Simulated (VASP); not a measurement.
# Li (P6_3/mmc) in VASP: notebook

The runs below take Li through single point, with PBE.

All numbers are computed with VASP 6.6.1; they aren't measurements. Logs are shortened: lines on timing, memory, paths and dates and some standing lists are left out, and cuts for length are marked.

### 1 The cell of the first run

Symmetry: P6_3/mmc, No. 194, hexagonal system. Conventional cell: a = 2.690 Å, b = 2.690 Å, c = 4.397 Å, α = 90.00°, β = 90.00°, γ = 120.00°. Within 3.5 Å of Li (site symmetry -6m2) lie 12 Li at 2.69 Å.

### 2 Single point, PBE (volume scaled by 0.68)

Input file INCAR:

```
ALGO = Normal ; EDIFF = 1E-7
ENCUT = 520 ; GGA = PE
ISIF = 2 ; ISMEAR = -1
LASPH = True ; LCHARG = False
LREAL = False ; LWAVE = False
NBANDS = 10 ; NELM = 60
PREC = Accurate ; SIGMA = 0.1
```

Input file KPOINTS:

```
k-points
0
Gamma
  14 14 8
```

Input file POSCAR:

```
Li
1.0
    2.6895412823      0.0000000000      0.0000000000
   -1.3447706411      2.3292110750      0.0000000000
    0.0000000000      0.0000000000      4.3965981312
Li
2
Direct
    0.3333333333      0.6666666667      0.2500000000
    0.6666666667      0.3333333333      0.7500000000
```

Potentials or basis: VASP PAW PBE potentials, release 64 (Li_sv).

Launch:

```sh
$ cat potpaw_PBE.64/Li_sv/POTCAR > POTCAR
$ mpirun -np 1 vasp_std > vasp.out
```

OUTCAR:

```text
EDIFF = 1E-7
   ENCUT = 520
   GGA = PE
   ISIF = 2
   ISMEAR = -1
   LASPH = True
   LREAL = False
   NELM = 60
   PREC = Accurate

 ion  position               nearest neighbor table
   1  0.333  0.667  0.250-
   2  0.667  0.333  0.750-

  LATTYP: Found a hexagonal cell.
 ALAT       =     2.6895412823
 C/A-ratio  =     1.6347018579

  Lattice vectors:

 A1 = (   2.6895412823,   0.0000000000,   0.0000000000)
 A2 = (  -1.3447706411,   2.3292110750,   0.0000000000)
 A3 = (   0.0000000000,   0.0000000000,   4.3965981312)

Analysis of symmetry for initial positions (statically):
=====================================================================
 Subroutine PRICEL returns:
 Original cell was already a primitive cell.

 Routine SETGRP: Setting up the symmetry group for a
 hexagonal supercell.

 Subroutine GETGRP returns: Found 24 space group operations
 (whereof 12 operations were pure point group operations)
 out of a pool of 24 trial point group operations.

The static configuration has the point symmetry D_3d.
 The point group associated with its full space group is D_6h.

Analysis of symmetry for dynamics (positions and initial velocities):
=====================================================================
 Subroutine PRICEL returns:
 Original cell was already a primitive cell.

 Routine SETGRP: Setting up the symmetry group for a
 hexagonal supercell.

 Subroutine GETGRP returns: Found 24 space group operations
 (whereof 12 operations were pure point group operations)
 out of a pool of 24 trial point group operations.

The dynamic configuration has the point symmetry D_3d.
 The point group associated with its full space group is D_6h.

 Subroutine INISYM returns: Found 24 space group operations
 (whereof 12 operations are pure point group operations),
 and found     1 'primitive' translations

----------------------------------------------------------------------------------------

                                     Primitive cell

  volume of cell :      27.5425

  direct lattice vectors                    reciprocal lattice vectors
     2.689541282  0.000000000  0.000000000     0.371810616  0.214664959  0.000000000
    -1.344770641  2.329211075  0.000000000     0.000000000  0.429329918  0.000000000
     0.000000000  0.000000000  4.396598131     0.000000000  0.000000000  0.227448580

  length of vectors
     2.689541282  2.689541282  4.396598131     0.429329918  0.429329918  0.227448580

  position of ions in fractional coordinates (direct lattice)
[... 80 lines left out ...]
   LREAL  =      F    real-space projection
   EDIFFG = 0.1E-05   stopping-criterion for IOM
   NSW    =      0    number of steps for IOM
   IBRION =     -1    ionic relax: 0-MD 1-quasi-New 2-CG
   NFREE  =      0    steps in history (QN), initial steepest desc. (CG)
   ISIF   =      2    stress and relaxation
   ISYM   =      2    0-nonsym 1-usesym 2-fastsym
   POTIM  = 0.5000    time-step for ionic-motion
   TEBEG  =    0.0;   TEEND  =   0.0 temperature during run
   PSTRESS=    0.0 pullay stress
   NELECT =       6.0000    total number of electrons
   NUPDOWN=      -1.0000    fix difference up-down
   EMIN   =  10.00;   EMAX   =-10.00  energy-range for DOS
   EFERMI =   0.00;   METHOD = LEGACY
   ISMEAR =    -1;   SIGMA  =   0.10  broadening in eV -4-tet -1-fermi 0-gaus
   EFERMI_NEDOS =   21; number of points for ismear=-14 and -15
   IALGO  =     38    algorithm
   IMIX   =      4    mixing-type and parameters
     AMIX     =   0.40;   BMIX     =  1.00
     AMIX_MAG =   1.60;   BMIX_MAG =  1.00
  volume/ion in A,a.u.               =      13.77        92.93
  Fermi-wavevector in a.u.,A,eV,Ry     =   0.985048  1.861470 13.201994  0.970319
  Thomas-Fermi vector in A             =   2.116326
   LORBIT       =      0    0 simple, 1 ext, 2 COOP (PROOUT), +10 PAW based schemes
   GGA     = PE    functional components
   LHFCALC =     F    Hartree Fock is set to
   AEXX    =    0.0000 exact exchange contribution
   IVDW    =     0    specifies the selected vdW correction
   LEPSILON=     F    determine dielectric tensor
   LRPA    =     F    only Hartree local field effects (RPA)
 non-spin polarized calculation
  energy-cutoff  :      520.00
  volume of cell :       27.54
 maximum number of plane-waves:       764
 NGX is ok and might be reduce to    20

 number of electron       5.9999993 magnetization

 Free energy of the ion-electron system (eV)
  ---------------------------------------------------
  ext. energy  EPLUGINS =         0.00000000
  ---------------------------------------------------
  free energy    TOTEN  =        -3.51608211 eV

  energy without entropy =       -3.48870996  energy(sigma->0) =       -3.50239603

 E-fermi :   1.8862     XC(G=0):  -8.0579

 val. band max:        1.8644051652   @ k =   0.4286   0.0714   0.2500
 cond. band min:       1.9022383936   @ k =   0.1429   0.1429   0.2500
 fundamental gap:      0.0378332284
 Fermi energy:         1.8862033574

 k-point     1 :       0.0000    0.0000    0.0000
  band No.  band energies     occupation
      1     -44.0571      2.00000
      2     -43.9803      2.00000
      3      -2.0798      2.00000
      4       1.6798      1.77473
      5       6.3550      0.00000
      6      18.2008      0.00000
      7      18.2008      0.00000
      8      19.9609      0.00000
      9      19.9609      0.00000
     10      20.8734      0.00000
[... 287 lines left out ...]
 k-point    24 :       0.3571    0.2857    0.0000
  band No.  band energies     occupation
      1     -43.9652      2.00000
      2     -43.9592      2.00000
      3       3.1222      0.00001
      4       4.5454      0.00000
      5       5.5142      0.00000
      6       9.5026      0.00000
      7       9.9508      0.00000
      8      10.3762      0.00000
      9      12.9027      0.00000
     10      16.7732      0.00000

 [... further k-points ...]
[... 5 lines left out ...]
  --------------------------------------------------------------------------------------
  -------------------------------------------------------------------------------------
  Total        1.7124368      1.7124368      1.7263942      0.0000000     -0.0000000      0.0000000
  in kB       99.6142100     99.6142100    100.4261307      0.0000000     -0.0000000      0.0000000
  external PRESSURE =      99.8848502 kB  Pullay stress =       0.0000000 kB

 VOLUME and BASIS-vectors are now :
 -----------------------------------------------------------------------------
  energy-cutoff  :      520.00
  volume of cell :       27.54
      direct lattice vectors                 reciprocal lattice vectors
     2.689541282  0.000000000  0.000000000     0.371810616  0.214664959  0.000000000
    -1.344770641  2.329211075  0.000000000     0.000000000  0.429329918  0.000000000
     0.000000000  0.000000000  4.396598131     0.000000000  0.000000000  0.227448580

 POSITION                                       TOTAL-FORCE (eV/Angst)
 -----------------------------------------------------------------------------------
     -0.00000      1.55281      1.09915         0.000000      0.000000      0.000000
      1.34477      0.77640      3.29745        -0.000000     -0.000000      0.000000
 -----------------------------------------------------------------------------------
    total drift:                               -0.000000      0.000000      0.000000

  FREE ENERGIE OF THE ION-ELECTRON SYSTEM (eV)
  ---------------------------------------------------
  free  energy   TOTEN  =        -3.5160821085 eV

  energy  without entropy=       -3.4887099598  energy(sigma->0) =       -3.50239603
```

OSZICAR:

```text
N       E                     dE             d eps       ncg     rms          rms(c)
DAV:   1     0.209801179064E+02    0.20980E+02   -0.32529E+03  2408   0.605E+02
DAV:   2    -0.125653446134E+01   -0.22237E+02   -0.21286E+02  3110   0.118E+02
DAV:   3    -0.342501489265E+01   -0.21685E+01   -0.21454E+01  3626   0.328E+01
DAV:   4    -0.351033125102E+01   -0.85316E-01   -0.85124E-01  3226   0.455E+00
DAV:   5    -0.351074315691E+01   -0.41191E-03   -0.41189E-03  3068   0.379E-01    0.607E-01
DAV:   6    -0.351373378746E+01   -0.29906E-02   -0.16913E-03  3680   0.200E-01    0.391E-01
DAV:   7    -0.351602354366E+01   -0.22898E-02   -0.46502E-03  3260   0.320E-01    0.449E-02
DAV:   8    -0.351607523272E+01   -0.51689E-04   -0.87070E-05  2900   0.724E-02    0.992E-03
DAV:   9    -0.351607880850E+01   -0.35758E-05   -0.13319E-05  3566   0.251E-02    0.325E-03
DAV:  10    -0.351608215223E+01   -0.33437E-05   -0.17412E-07  2772   0.375E-03    0.431E-04
DAV:  11    -0.351608241676E+01   -0.26453E-06   -0.60053E-08  1686   0.222E-03    0.413E-04
DAV:  12    -0.351608212744E+01    0.28932E-06   -0.16752E-08  1422   0.121E-03    0.109E-04
DAV:  13    -0.351608202346E+01    0.10398E-06   -0.22353E-09  1358   0.521E-04    0.621E-05
DAV:  14    -0.351608210852E+01   -0.85065E-07   -0.38308E-10  1318   0.229E-04
   1 F= -.35160821E+01 E0= -.35023960E+01  d E =-.273721E-01
```

It took 16 s on 1 thread of AMD EPYC 9R45 (Zen 5), shared host; peak memory 0.11 GiB.

Results:

```
Free energy            : -3.5161 eV
Band gap on the k mesh : zero (band 3 reaches 4.22 eV, above the bottom of band 4 at -0.85 eV)
```

Caveat: the cell differs from its parent crystal (volume scaled by 0.68); the cutoff is under 1.25 times the usual one of these potentials, so pressure, stress and relaxed cells hold a basis-set (Pulay) error.

### 3 Single point, PBE

This run uses another cell than the first one, of 15.80 Å³/atom, 1.147 times its volume.

Input file INCAR:

```
SYSTEM = Li
  ALGO = Normal
  EDIFF = 1E-6
  ENCUT = 520
  GGA = PE
  ISIF = 2
  ISMEAR = -1
  LASPH = .TRUE.
  LCHARG = .TRUE.
  LELF = .TRUE.
  LREAL = .FALSE.
  LVHAR = .TRUE.
  LWAVE = .FALSE.
  NBANDS = 10
  NELM = 60
  PREC = Accurate
  SIGMA = 0.1
```

Input file KPOINTS:

```
k-points
0
G
  14 14 8
  0 0 0
```

Input file POSCAR:

```
Li
1.0
    2.8154000332      0.0000000000      0.0000000000
   -1.4077000166      2.4382079506      0.0000000000
    0.0000000000      0.0000000000      4.6023396652
Li
2
Direct
    0.3333333333      0.6666666667      0.2500000000
    0.6666666667      0.3333333333      0.7500000000
```

Potentials or basis: VASP PAW PBE potentials, release 64 (Li_sv).

Launch:

```sh
$ cat potpaw_PBE.64/Li_sv/POTCAR > POTCAR
$ mpirun -np 1 vasp_std > vasp.out
```

Run time: 18 s. Hardware: 1 thread of AMD EPYC 9R45 (Zen 5), shared host; peak memory 0.13 GiB.

It converged, with:

```
Free energy            : -3.7061 eV
Band gap on the k mesh : zero (band 3 reaches 3.56 eV, above the bottom of band 4 at -1.26 eV)
```

Levels at points of the mesh, in eV from the Fermi level:
| k point | band 1 | band 2 | band 3 | band 4 | band 5 | band 6 |
| --- | --- | --- | --- | --- | --- | --- |
| (0.00, 0.00, 0.00) | -46.12 | -46.07 | -3.84 | -0.12 | 3.86 | 14.84 |
| (0.50, 0.00, 0.00) | -46.07 | -46.06 | -0.15 | 1.38 | 5.48 | 6.76 |
| (0.00, 0.00, 0.50) | -46.10 | -46.10 | -2.64 | -2.64 | 9.51 | 9.51 |
| (0.50, 0.00, 0.50) | -46.07 | -46.07 | 0.72 | 0.72 | 4.42 | 4.42 |

Caveat: the cutoff is under 1.25 times the usual one of these potentials, so pressure, stress and relaxed cells hold a basis-set (Pulay) error.

### 4 Single point, PBE

Input file INCAR:

```
  ALGO = Normal
  EDIFF = 1E-6
  ENCUT = 520
  GGA = PE
  ISIF = 2
  ISMEAR = -1
  LASPH = T
  LCHARG = F
  LREAL = F
  LWAVE = F
  NBANDS = 10
  NELM = 100
  PREC = Accurate
  SIGMA = 0.1
```

Input file KPOINTS:

```
k-points
0
Gamma
  14 14 8
```

POSCAR is that of step 3.

Launch:

```sh
$ cat potpaw_PBE.64/Li_sv/POTCAR > POTCAR
$ mpirun -np 1 vasp_std > vasp.out
```

Run time: 18 s. Hardware: 1 thread of AMD EPYC 9R45 (Zen 5), shared host; peak memory 0.13 GiB.

Results (log left out):

- Free energy: -3.7061 eV
- Band gap on the k mesh: zero (band 3 reaches 3.56 eV, above the bottom of band 4 at -1.26 eV)

Levels at points of the mesh, in eV from the Fermi level:
| k point | band 1 | band 2 | band 3 | band 4 | band 5 | band 6 | band 7 | band 8 |
| --- | --- | --- | --- | --- | --- | --- | --- | --- |
| (0.00, 0.00, 0.00) | -46.12 | -46.07 | -3.84 | -0.12 | 3.86 | 14.84 | 14.84 | 16.47 |
| (0.50, 0.00, 0.00) | -46.07 | -46.06 | -0.15 | 1.38 | 5.48 | 6.76 | 7.65 | 9.44 |
| (0.00, 0.00, 0.50) | -46.10 | -46.10 | -2.64 | -2.64 | 9.51 | 9.51 | 15.95 | 15.95 |
| (0.50, 0.00, 0.50) | -46.07 | -46.07 | 0.72 | 0.72 | 4.42 | 4.42 | 11.64 | 11.64 |

Caveat: the cutoff is under 1.25 times the usual one of these potentials, so pressure, stress and relaxed cells hold a basis-set (Pulay) error.

(Continued in part 2 of 2.)
